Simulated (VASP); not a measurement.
# Rh (P6_3/mmc) in VASP: further runs, part 2 of 2

VASP 6.6.1. The steps go on from the part before.

### Step 4. Single point, r2SCAN

This run uses another cell than the first one, of 15.45 Å³/atom, 1.080 times its volume.

Contents of POSCAR:

```
Rh
1.0
    2.8019450405      0.0000000000      0.0000000000
   -1.4009730333      2.4265553889      0.0000000000
    0.0000000000      0.0000000000      4.5435658021
Rh
2
Direct
    0.6666666667      0.3333333333      0.7500000000
    0.3333333333      0.6666666667      0.2500000000
```

Contents of INCAR.step1:

```
SYSTEM = Rh
PREC = Accurate
ENCUT = 520
ISMEAR = 1
SIGMA = 0.1
LREAL = .FALSE.
LASPH = .TRUE.
NELM = 60
NBANDS = 22
GGA = PE
ALGO = Normal
EDIFF = 1E-4
LWAVE = .TRUE.
LCHARG = .FALSE.
```

Contents of INCAR.step2:

```
SYSTEM = Rh
PREC = Accurate
ENCUT = 520
EDIFF = 1E-6
ISMEAR = 1
SIGMA = 0.1
LREAL = .FALSE.
LASPH = .TRUE.
NELM = 60
ALGO = Normal
ISIF = 2
LWAVE = .FALSE.
LCHARG = .FALSE.
METAGGA = R2SCAN
LMIXTAU = .TRUE.
NBANDS = 22
ISTART = 1
```

Contents of KPOINTS:

```
regular mesh
0
G
  12 12 7
  0 0 0
```

Potentials or basis: VASP PAW PBE potentials, release 64 (Rh_pv).

Command:

```
$ cat potpaw_PBE.64/Rh_pv/POTCAR > POTCAR
$ cp INCAR.step1 INCAR
$ mpirun -np 1 vasp_std > vasp.out
$ cp INCAR.step2 INCAR
$ mpirun -np 1 vasp_std > vasp.out
```

OUTCAR:

```text
SYSTEM = Rh
   PREC = Accurate
   ENCUT = 520
   EDIFF = 1E-6
   ISMEAR = 1
   LREAL = .FALSE.
   LASPH = .TRUE.
   NELM = 60
   ISIF = 2
   METAGGA = R2SCAN
   ISTART = 1

 ion  position               nearest neighbor table
   1  0.667  0.333  0.750-   2 2.79   2 2.79   2 2.79   2 2.79   2 2.79   2 2.79
   2  0.333  0.667  0.250-   1 2.79   1 2.79   1 2.79   1 2.79   1 2.79   1 2.79

  LATTYP: Found a hexagonal cell.
 ALAT       =     2.8019450405
 C/A-ratio  =     1.6215756328

  Lattice vectors:

 A1 = (   2.8019450405,   0.0000000000,   0.0000000000)
[... 193 lines left out ...]
      5     -37.8368      2.00000
      6     -37.8368      2.00000
[... 589 lines left out ...]
     21      25.0387      0.00000
     22      25.3703      0.00000

 [... further k-points ...]
[... 5 lines left out ...]
  --------------------------------------------------------------------------------------
  -------------------------------------------------------------------------------------
  Total       -4.4583136     -4.4583129     -4.5499272      0.0000009      0.0000000     -0.0000000
  in kB     -231.2248741   -231.2248367   -235.9763012      0.0000489      0.0000000     -0.0000000
  external PRESSURE =    -232.8086707 kB  Pullay stress =       0.0000000 kB

 VOLUME and BASIS-vectors are now :
 -----------------------------------------------------------------------------
  energy-cutoff  :      520.00
  volume of cell :       30.89
      direct lattice vectors                 reciprocal lattice vectors
     2.801945041  0.000000000  0.000000000     0.356894937  0.206053480  0.000000000
    -1.400973033  2.426555389  0.000000000     0.000000000  0.412106810  0.000000000
     0.000000000  0.000000000  4.543565802     0.000000000  0.000000000  0.220091453

 POSITION                                       TOTAL-FORCE (eV/Angst)
 -----------------------------------------------------------------------------------
      1.40097      0.80885      3.40767        -0.000000      0.000000      0.000000
     -0.00000      1.61770      1.13589         0.000000     -0.000000      0.000000
 -----------------------------------------------------------------------------------
    total drift:                               -0.000000      0.000000     -0.000000

  FREE ENERGIE OF THE ION-ELECTRON SYSTEM (eV)
  ---------------------------------------------------
  free  energy   TOTEN  =       -47.9187442397 eV

  energy  without entropy=      -47.9169358273  energy(sigma->0) =      -47.91814144
```

OSZICAR.step1:

```text
N       E                     dE             d eps       ncg     rms          rms(c)
DAV:   1     0.323549328105E+03    0.32355E+03   -0.19062E+04  3360   0.155E+03
DAV:   2    -0.825409278859E+01   -0.33180E+03   -0.32052E+03  3464   0.468E+02
DAV:   3    -0.152147099679E+02   -0.69606E+01   -0.69174E+01  3920   0.760E+01
DAV:   4    -0.152622103641E+02   -0.47500E-01   -0.47496E-01  3740   0.634E+00
DAV:   5    -0.152629506693E+02   -0.74031E-03   -0.74030E-03  3986   0.818E-01    0.109E+01
DAV:   6    -0.142934060676E+02    0.96954E+00   -0.25620E+00  3680   0.165E+01    0.341E+00
DAV:   7    -0.142772461375E+02    0.16160E-01   -0.21584E-02  3758   0.124E+00    0.184E+00
DAV:   8    -0.142724344702E+02    0.48117E-02   -0.52359E-03  3658   0.825E-01    0.186E-01
DAV:   9    -0.142722697808E+02    0.16469E-03   -0.15523E-04  2600   0.147E-01    0.188E-02
DAV:  10    -0.142722799846E+02   -0.10204E-04   -0.16595E-05  1948   0.402E-02
   1 F= -.14272280E+02 E0= -.14271694E+02  d E =-.175833E-02
```

It took 1.9 min on 1 thread of Intel Xeon 6975P-C (Granite Rapids), shared host; peak memory 0.18 GiB.

Results:

* Free energy: -47.9187 eV
* Pressure: -23.3 GPa
* Band gap on the k mesh: zero (band 15 reaches 10.31 eV, above the bottom of band 16 at 8.29 eV)

Stress tensor (GPa, compression positive):
```
-23.12   0.00   0.00
  0.00 -23.12   0.00
  0.00   0.00 -23.60
```

Caveat: the PAW data sets were made with another functional, which shifts forces and pressure a little.

### Step 5. Single point, r2SCAN

This run uses another cell than the first one, of 16.02 Å³/atom, 1.120 times its volume.

Contents of POSCAR:

```
Rh
1.0
    2.8361184700      0.0000000000      0.0000000000
   -1.4180597542      2.4561504446      0.0000000000
    0.0000000000      0.0000000000      4.5989806025
Rh
2
Direct
    0.6666666667      0.3333333333      0.7500000000
    0.3333333333      0.6666666667      0.2500000000
```

Contents of INCAR.step1:

```
PREC = Accurate
ENCUT = 520
ISMEAR = 1
SIGMA = 0.1
LREAL = False
LASPH = True
NELM = 80
NBANDS = 22
GGA = PE
ALGO = Normal
EDIFF = 1E-4
LWAVE = True
LCHARG = False
```

Contents of INCAR.step2:

```
PREC = Accurate
ENCUT = 520
EDIFF = 1E-6
ISMEAR = 1
SIGMA = 0.1
LREAL = False
LASPH = True
NELM = 80
ALGO = Normal
ISIF = 2
LWAVE = False
LCHARG = False
METAGGA = R2SCAN
LMIXTAU = True
NBANDS = 22
ISTART = 1
```

Contents of KPOINTS:

```
regular mesh
0
Gamma
  12 12 7
```

Command:

```
$ cat potpaw_PBE.64/Rh_pv/POTCAR > POTCAR
$ cp INCAR.step1 INCAR
$ mpirun -np 1 vasp_std > vasp.out
$ cp INCAR.step2 INCAR
$ mpirun -np 1 vasp_std > vasp.out
```

Run time: 1.9 min. Hardware: 1 thread of Intel Xeon 6975P-C (Granite Rapids), shared host; peak memory 0.18 GiB.

The run converged. Its results:

| Item | Value |
| --- | --- |
| Free energy | -47.7354 eV |
| Pressure | -28.0 GPa |
| Band gap on the k mesh | zero (band 15 reaches 9.69 eV, above the bottom of band 16 at 7.80 eV) |

Stress tensor (GPa, compression positive):
```
-27.85   0.00   0.00
  0.00 -27.85   0.00
  0.00   0.00 -28.45
```

Levels at points of the mesh, in eV from the Fermi level:
```
           k point  band 13  band 14  band 15  band 16  band 17  band 18
(0.00, 0.00, 0.00)    -2.08    -1.58    -1.58     0.08     0.08     1.05
(0.50, 0.00, 0.00)    -1.70     0.31     0.45     0.55     2.76     4.64
```

Caveat: the PAW data sets were made with another functional, which shifts forces and pressure a little.

### Step 6. Overview

| cell | gap on the mesh (eV) | pressure (GPa) |
| --- | --- | --- |
| a = 2.731, b = 2.731, c = 4.428 Å, angles 90.0, 90.0, 120.0°, 2 atoms | none | -8.8 |
| a = 2.767, b = 2.767, c = 4.487 Å, angles 90.0, 90.0, 120.0°, 2 atoms | none | -17.0 |
| a = 2.802, b = 2.802, c = 4.544 Å, angles 90.0, 90.0, 120.0°, 2 atoms | none | -23.3 |
| a = 2.836, b = 2.836, c = 4.599 Å, angles 90.0, 90.0, 120.0°, 2 atoms | none | -28.0 |

Alike in all rows: task single point; level r2SCAN; potentials or basis VASP PAW PBE potentials, release 64 (Rh_pv); no spin polarisation; k mesh 12 × 12 × 7; cutoff (eV) 520; smearing methfessel-paxton 0.1 eV.

Caveats: the PAW data sets were made with another functional, which shifts forces and pressure a little.

Total energies depend on the potentials used, so only differences within one code and one set of settings carry meaning.
